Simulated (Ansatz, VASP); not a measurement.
Two plane-wave programs on K2ZrAl4O6

```
Zr Al O K
1.0
     6.22396    0.00000    0.00000
    -3.11198    5.39011    0.00000
     0.00000    0.00000    5.36454
Zr Al O K
1 4 6 2
Direct
  0.00000 0.00000 0.00000
  0.50000 0.50000 0.00000
  0.50000 0.00000 0.00000
  0.00000 0.50000 0.00000
  0.00000 0.00000 0.50000
  0.19332 0.80668 0.12568
  0.19332 0.38663 0.12568
  0.61337 0.80668 0.12568
  0.80668 0.19332 0.87432
  0.38663 0.19332 0.87432
  0.80668 0.61337 0.87432
  0.33333 0.66667 0.49787
  0.66667 0.33333 0.50213
```

Alike in both runs: functional PBE; k mesh 6 × 6 × 4; occupations fermi-dirac, width 0.0264 eV; no spin polarisation.

Ansatz relaxed the structure, and its values are those at the end. VASP's run is a single point on that final structure, the one shown.

```csv
,VASP,Ansatz
version,VASP 6.6.1,Ansatz 0.2.0
potentials or method,"VASP PAW PBE potentials, release 64 (Zr_sv, Al, O, K_sv), cutoff 520 eV",PAW plane waves
valence electrons in the cell,78,78
```

Ansatz gave:

```
pressure (GPa)                     : 17.9
rms of the force components (eV/Å) : 0.004
```

Question: Which values does VASP return?

Answer: Pressure (GPa): 18.1; rms of the force components (eV/Å): 0.016.

Ansatz's warnings: stress scf threshold loose, structure snapped to symmetry.
